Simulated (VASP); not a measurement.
# SiC (I-4m2) in VASP: further runs

SiC is run at these levels: r2SCAN; tasks: single point.

All numbers are computed with VASP 6.6.1; they aren't measurements. Logs are shortened: lines on timing, memory, paths and dates and some standing lists are left out, and cuts for length are marked.

## Step 1: The cell of the first run

It takes space group I-4m2 (No. 119, tetragonal). Conventional cell: a = 3.320 Å, b = 3.320 Å, c = 4.174 Å, α = 90.00°, β = 90.00°, γ = 90.00°. Si (site symmetry -4m2) has 4 C at 1.96 Å within 2.6 Å. C (site symmetry -4m2) has 4 Si at 1.96 Å within 2.6 Å.

## Step 2: Single point, r2SCAN (strain +0.080 along x and y, -0.040 along z)

Input file POSCAR:

```
SiC
1.0
    0.0000000000      2.3479200000      2.0870400000
    2.3479200000      0.0000000000      2.0870400000
    2.3479200000      2.3479200000      0.0000000000
Si C
1 1
Direct
    0.0000000000      0.0000000000      0.0000000000
    0.7500000000      0.7500000000      0.7500000000
```

Input file INCAR.step1:

```
PREC     = Accurate       # precision mode
ENCUT    = 520            # plane-wave cutoff, eV
ISMEAR   = 0              # smearing method
SIGMA    = 0.05           # smearing width, eV
LREAL    = False          # projectors in reciprocal space
LASPH    = True           # aspherical terms in the spheres
NELM     = 60             # most SCF steps
NBANDS   = 11             # bands
GGA      = PE             # functional
ALGO     = Normal         # electronic algorithm
EDIFF    = 1E-4           # SCF threshold, eV
LWAVE    = True           # write WAVECAR
LCHARG   = False          # write CHGCAR
```

Input file INCAR.step2:

```
PREC     = Accurate       # precision mode
ENCUT    = 520            # plane-wave cutoff, eV
EDIFF    = 1E-7           # SCF threshold, eV
ISMEAR   = 0              # smearing method
SIGMA    = 0.05           # smearing width, eV
LREAL    = False          # projectors in reciprocal space
LASPH    = True           # aspherical terms in the spheres
NELM     = 60             # most SCF steps
ALGO     = Normal         # electronic algorithm
ISIF     = 2              # what is computed and relaxed
LWAVE    = False          # write WAVECAR
LCHARG   = False          # write CHGCAR
METAGGA  = R2SCAN         # meta-GGA
LMIXTAU  = True         
NBANDS   = 11             # bands
ISTART   = 1
```

Input file KPOINTS:

```
regular mesh
0
Gamma
  12 12 12
```

Potentials or basis: VASP PAW PBE potentials, release 64 (Si, C).

Run with:

```
$ cat potpaw_PBE.64/Si/POTCAR potpaw_PBE.64/C/POTCAR > POTCAR
$ cp INCAR.step1 INCAR
$ mpirun -np 1 vasp_std > vasp.out
$ cp INCAR.step2 INCAR
$ mpirun -np 1 vasp_std > vasp.out
```

OUTCAR:

```text
PREC = Accurate
   ENCUT = 520
   EDIFF = 1E-7
   ISMEAR = 0
   LREAL = False
   LASPH = True
   NELM = 60
   ISIF = 2
   METAGGA = R2SCAN
   ISTART = 1

 ion  position               nearest neighbor table
   1  0.000  0.000  0.000-   2 1.96   2 1.96   2 1.96   2 1.96
   2  0.750  0.750  0.750-   1 1.96   1 1.96   1 1.96   1 1.96

  LATTYP: Found a body centered tetragonal cell.
 ALAT       =     3.3204603074
 C/A-ratio  =     1.2570787221

  Lattice vectors:

 A1 = (   0.0000000000,  -2.3479200000,  -2.0870400000)
 A2 = (   0.0000000000,   2.3479200000,  -2.0870400000)
 A3 = (   2.3479200000,   0.0000000000,   2.0870400000)

Analysis of symmetry for initial positions (statically):
=====================================================================
 Subroutine PRICEL returns:
 Original cell was already a primitive cell.

 Routine SETGRP: Setting up the symmetry group for a
 body centered tetragonal supercell.

 Subroutine GETGRP returns: Found  8 space group operations
 (whereof  8 operations were pure point group operations)
 out of a pool of 16 trial point group operations.

The static configuration has the point symmetry D_2d.

Analysis of symmetry for dynamics (positions and initial velocities):
=====================================================================
 Subroutine PRICEL returns:
 Original cell was already a primitive cell.

 Routine SETGRP: Setting up the symmetry group for a
 body centered tetragonal supercell.

 Subroutine GETGRP returns: Found  8 space group operations
 (whereof  8 operations were pure point group operations)
 out of a pool of 16 trial point group operations.

The dynamic configuration has the point symmetry D_2d.

 Subroutine INISYM returns: Found  8 space group operations
 (whereof  8 operations are pure point group operations),
 and found     1 'primitive' translations

----------------------------------------------------------------------------------------

                                     Primitive cell

  volume of cell :      23.0106

  direct lattice vectors                    reciprocal lattice vectors
     0.000000000  2.347920000  2.087040000    -0.212954445  0.212954445  0.239573750
     2.347920000  0.000000000  2.087040000     0.212954445 -0.212954445  0.239573750
     2.347920000  2.347920000  0.000000000     0.212954445  0.212954445 -0.239573750

  length of vectors
     3.141411194  3.141411194  3.320460307     0.384830837  0.384830837  0.384830837

  position of ions in fractional coordinates (direct lattice)
     0.000000000  0.000000000  0.000000000
     0.750000000  0.750000000  0.750000000

  ion indices of the primitive-cell ions
   primitive index   ion index
                 1           1
                 2           2

----------------------------------------------------------------------------------------

 KPOINTS: regular mesh

Automatic generation of k-mesh.
 Grid dimensions read from file:
 generate k-points for:   12   12   12

 Generating k-lattice:

  Cartesian coordinates                     Fractional coordinates (reciprocal lattice)
    -0.017746204  0.017746204  0.019964479     0.083333333 -0.000000000  0.000000000
     0.017746204 -0.017746204  0.019964479    -0.000000000  0.083333333  0.000000000
     0.017746204  0.017746204 -0.019964479     0.000000000  0.000000000  0.083333333

  Length of vectors
     0.032069236  0.032069236  0.032069236

  Shift w.r.t. Gamma in fractional coordinates (k-lattice)
     0.000000000  0.000000000  0.000000000

 Subroutine IBZKPT returns following result:
 ===========================================

 Found    163 irreducible k-points:

 Following reciprocal coordinates:
            Coordinates               Weight
  0.000000  0.000000  0.000000      1.000000
  0.083333  0.000000  0.000000      8.000000
  0.166667  0.000000  0.000000      8.000000
  0.250000  0.000000  0.000000      8.000000
  0.333333  0.000000  0.000000      8.000000
  0.416667  0.000000  0.000000      8.000000
[... 16 lines left out ...]
  0.500000  0.166667  0.000000      8.000000
 -0.416667  0.166667  0.000000      8.000000
 [... further k-points ...]
   k-points           NKPTS =    163   k-points in BZ     NKDIM =    163   number of bands    NBANDS=     11
   number of dos      NEDOS =    301   number of ions     NIONS =      2
   total plane-waves  NPLWV =  16128
   dimension x,y,z NGX =    24 NGY =   24 NGZ =   28
   dimension x,y,z NGXF=    48 NGYF=   48 NGZF=   56
   ions per type =               1   1
   NGX,Y,Z   is equivalent  to a cutoff of  12.70, 12.70, 14.02 a.u.
   NGXF,Y,Z  is equivalent  to a cutoff of  25.40, 25.40, 28.04 a.u.
 SYSTEM =  unknown system
   PREC   = accura    normal or accurate (medium, high low for compatibility)
   ISTART =      1    job   : 0-new  1-cont  2-samecut
   ICHARG =      0    charge: 1-file 2-atom 10-const
   ISPIN  =      1    spin polarized calculation?
   LNONCOLLINEAR =      F non collinear calculations
   LSORBIT =      F    spin-orbit coupling
   LASPH  =      T    aspherical Exc in radial PAW
   ENCUT  =  520.0 eV  38.22 Ry    6.18 a.u.   5.84  5.84  6.17*2*pi/ulx,y,z
   NELM   =     60;   NELMIN=  2; NELMDL=  0     # of ELM steps
   EDIFF  = 0.1E-06   stopping-criterion for ELM
   LREAL  =      F    real-space projection
   EDIFFG = 0.1E-05   stopping-criterion for IOM
   NSW    =      0    number of steps for IOM
   IBRION =     -1    ionic relax: 0-MD 1-quasi-New 2-CG
   NFREE  =      0    steps in history (QN), initial steepest desc. (CG)
   ISIF   =      2    stress and relaxation
   ISYM   =      2    0-nonsym 1-usesym 2-fastsym
   POTIM  = 0.5000    time-step for ionic-motion
   TEBEG  =    0.0;   TEEND  =   0.0 temperature during run
   PSTRESS=    0.0 pullay stress
   NELECT =       8.0000    total number of electrons
   NUPDOWN=      -1.0000    fix difference up-down
   EMIN   =  10.00;   EMAX   =-10.00  energy-range for DOS
   EFERMI =   0.00;   METHOD = LEGACY
   ISMEAR =     0;   SIGMA  =   0.05  broadening in eV -4-tet -1-fermi 0-gaus
   EFERMI_NEDOS =   21; number of points for ismear=-14 and -15
   IALGO  =     38    algorithm
   IMIX   =      4    mixing-type and parameters
     AMIX     =   0.40;   BMIX     =  1.00
     AMIX_MAG =   1.60;   BMIX_MAG =  1.00
  volume/ion in A,a.u.               =      11.51        77.64
  Fermi-wavevector in a.u.,A,eV,Ry     =   1.151142  2.175344 18.029471  1.325129
  Thomas-Fermi vector in A             =   2.287802
   LORBIT       =      0    0 simple, 1 ext, 2 COOP (PROOUT), +10 PAW based schemes
   METAGGA = R2SCAN    functional components
   LHFCALC =     F    Hartree Fock is set to
   AEXX    =    0.0000 exact exchange contribution
   IVDW    =     0    specifies the selected vdW correction
   LEPSILON=     F    determine dielectric tensor
   LRPA    =     F    only Hartree local field effects (RPA)
 non-spin polarized calculation
 Gauss-broadening in eV      SIGMA  =   0.05
  energy-cutoff  :      520.00
  volume of cell :       23.01
 maximum number of plane-waves:       636
   NGX = 11   NGY = 11   NGZ = 13

 number of electron       8.0000000 magnetization

 Free energy of the ion-electron system (eV)
  ---------------------------------------------------
  ext. energy  EPLUGINS =         0.00000000
  ---------------------------------------------------
  free energy    TOTEN  =       -19.01254328 eV

  energy without entropy =      -19.01254328  energy(sigma->0) =      -19.01254328

 E-fermi :   7.5587     XC(G=0): -11.4783

 val. band max:        7.3416074149   @ k =   0.0000   0.0000   0.0000
 cond. band min:       8.0774584098   @ k =   0.5000   0.5000   0.0000
 fundamental gap:      0.7358509949
 Fermi energy:         7.5587322040

 k-point     1 :       0.0000    0.0000    0.0000
  band No.  band energies     occupation
      1      -8.4947      2.00000
      2       6.6645      2.00000
      3       6.6645      2.00000
      4       7.3416      2.00000
      5      12.2876      0.00000
      6      13.7313      0.00000
      7      14.1571      0.00000
      8      14.1571      0.00000
      9      19.7796      0.00000
     10      22.3183      0.00000
     11      22.9900      0.00000

 k-point     2 :       0.0833    0.0000    0.0000
  band No.  band energies     occupation
      1      -8.3644      2.00000
      2       6.0576      2.00000
      3       6.5301      2.00000
      4       7.1294      2.00000
      5      12.6276      0.00000
      6      13.7161      0.00000
      7      14.2850      0.00000
      8      14.4378      0.00000
      9      19.4022      0.00000
     10      21.2113      0.00000
     11      23.4169      0.00000

 k-point     3 :       0.1667    0.0000    0.0000
  band No.  band energies     occupation
      1      -7.9784      2.00000
      2       4.4716      2.00000
      3       6.1986      2.00000
      4       6.9036      2.00000
      5      12.5714      0.00000
      6      14.2292      0.00000
      7      14.4225      0.00000
      8      15.2461      0.00000
      9      19.2204      0.00000
     10      20.2729      0.00000
     11      23.6899      0.00000

 k-point     4 :       0.2500    0.0000    0.0000
  band No.  band energies     occupation
      1      -7.3542      2.00000
      2       2.6010      2.00000
      3       5.8090      2.00000
      4       6.6964      2.00000
      5      12.0987      0.00000
      6      14.2258      0.00000
      7      14.9087      0.00000
      8      16.2765      0.00000
      9      19.9955      0.00000
     10      20.0101      0.00000
     11      23.1464      0.00000
[... 239 lines left out ...]
 k-point    22 :       0.4167    0.1667    0.0000
  band No.  band energies     occupation
      1      -5.6234      2.00000
      2       0.3255      2.00000
      3       4.4356      2.00000
      4       5.0765      2.00000
      5      11.2584      0.00000
      6      14.4895      0.00000
      7      15.4489      0.00000
      8      16.0378      0.00000
      9      20.9504      0.00000
     10      24.3686      0.00000
     11      25.1910      0.00000

 k-point    23 :       0.5000    0.1667    0.0000
  band No.  band energies     occupation
      1      -4.9145      2.00000
      2      -0.7881      2.00000
      3       4.4531      2.00000
      4       4.7745      2.00000
      5      11.1394      0.00000
      6      14.8584      0.00000
      7      15.0860      0.00000
      8      16.7231      0.00000
      9      21.1159      0.00000
     10      24.5271      0.00000
     11      25.6890      0.00000

 k-point    24 :      -0.4167    0.1667    0.0000
  band No.  band energies     occupation
      1      -4.9454      2.00000
      2      -0.7723      2.00000
      3       4.5328      2.00000
      4       4.6537      2.00000
      5      11.2430      0.00000
      6      14.8071      0.00000
      7      14.8756      0.00000
      8      17.9207      0.00000
      9      20.8346      0.00000
     10      22.6409      0.00000
     11      25.7472      0.00000

 [... further k-points ...]

------------------------ aborting loop because EDIFF is reached ----------------------------------------

  FORCE on cell =-STRESS in cart. coord.  units (eV):
  Direction    XX          YY          ZZ          XY          YZ          ZX
  --------------------------------------------------------------------------------------
  -------------------------------------------------------------------------------------
  Total       -4.1769553     -4.1769553     -0.4879140      0.0000000     -0.0000000      0.0000000
  in kB     -290.8325801   -290.8325801    -33.9724218      0.0000000     -0.0000000      0.0000000
  external PRESSURE =    -205.2125273 kB  Pullay stress =       0.0000000 kB

 VOLUME and BASIS-vectors are now :
 -----------------------------------------------------------------------------
  energy-cutoff  :      520.00
  volume of cell :       23.01
      direct lattice vectors                 reciprocal lattice vectors
     0.000000000  2.347920000  2.087040000    -0.212954445  0.212954445  0.239573750
     2.347920000  0.000000000  2.087040000     0.212954445 -0.212954445  0.239573750
     2.347920000  2.347920000  0.000000000     0.212954445  0.212954445 -0.239573750

 POSITION                                       TOTAL-FORCE (eV/Angst)
 -----------------------------------------------------------------------------------
      0.00000      0.00000      0.00000         0.000000      0.000000     -0.000000
      3.52188      3.52188      3.13056        -0.000000     -0.000000      0.000000
 -----------------------------------------------------------------------------------
    total drift:                                0.000052      0.000052      0.000077

  FREE ENERGIE OF THE ION-ELECTRON SYSTEM (eV)
  ---------------------------------------------------
  free  energy   TOTEN  =       -19.0125432790 eV

  energy  without entropy=      -19.0125432790  energy(sigma->0) =      -19.01254328
```

Run time: 69 s. Hardware: 1 thread of Intel Xeon Platinum 8488C (Sapphire Rapids), shared host; peak memory 0.16 GiB.

Results:

- Free energy: -19.0125 eV
- Pressure: -20.5 GPa
- Band gap on the k mesh: 0.74 eV, indirect (least direct gap 4.80 eV)

Caveat: the cell differs from its parent crystal (strain +0.080 along x and y, -0.040 along z); the PAW data sets were made with another functional, which shifts forces and pressure a little. A k mesh can miss the band edges.

## Step 3: Single point, r2SCAN (strain -0.080 along x and y, +0.040 along z)

Input file POSCAR:

```
SiC
1.0
    0.0000000000      2.0000800000      2.2609600000
    2.0000800000      0.0000000000      2.2609600000
    2.0000800000      2.0000800000      0.0000000000
Si C
1 1
Direct
    0.0000000000      0.0000000000      0.0000000000
    0.7500000000      0.7500000000      0.7500000000
```

Input file INCAR.step1:

```
ALGO = Normal
EDIFF = 1E-4
ENCUT = 520
GGA = PE
ISMEAR = 0
LASPH = True
LCHARG = False
LREAL = False
LWAVE = True
NBANDS = 11
NELM = 80
PREC = Accurate
SIGMA = 0.05
```

Input file INCAR.step2:

```
ALGO = Normal
EDIFF = 1E-6
ENCUT = 520
ISIF = 2
ISMEAR = 0
ISTART = 1
LASPH = True
LCHARG = True
LELF = True
LMIXTAU = True
LREAL = False
LVHAR = True
LWAVE = False
METAGGA = R2SCAN
NBANDS = 11
NELM = 80
PREC = Accurate
SIGMA = 0.05
```

Input file KPOINTS:

```
k-points
0
Gamma
  12 12 12
```

Potentials or basis: VASP PAW PBE potentials, release 64 (Si, C).

Run with:

```
$ cat potpaw_PBE.64/Si/POTCAR potpaw_PBE.64/C/POTCAR > POTCAR
$ cp INCAR.step1 INCAR
$ mpirun -np 1 vasp_std > vasp.out
$ cp INCAR.step2 INCAR
$ mpirun -np 1 vasp_std > vasp.out
```

It took 84 s on 1 thread of Intel Xeon Platinum 8488C (Sapphire Rapids), shared host; peak memory 0.15 GiB.

It converged, with:

```yaml
Free_energy: -18.8529 eV
Pressure: 37.3 GPa
Band_gap_on_the_k_mesh: 0.84 eV, indirect (least direct gap 5.08 eV)
```

Stress tensor (GPa, compression positive):
```
52.68  0.00  0.00
 0.00 52.68  0.00
 0.00  0.00  6.52
```

Levels at points of the mesh, in eV from the valence-band top:
```csv
k point,band 1,band 2,band 3,band 4,band 5,band 6,band 7,band 8,band 9
"(0.00, 0.00, 0.00)",-17.77,-1.17,-0.06,-0.06,7.87,8.43,8.43,8.60,13.09
"(0.50, 0.00, 0.00)",-13.57,-10.05,-2.54,-0.64,5.04,8.69,9.07,11.59,17.94
"(0.50, 0.50, 0.00)",-12.74,-10.12,-2.98,-2.98,2.11,6.44,15.89,16.77,16.77
"(0.50, 0.00, 0.50)",-11.58,-8.39,-4.61,-4.38,0.84,4.16,13.62,17.40,18.32
```

Caveat: the cell differs from its parent crystal (strain -0.080 along x and y, +0.040 along z); the PAW data sets were made with another functional, which shifts forces and pressure a little.

(Part 1 of 2 ends here.)
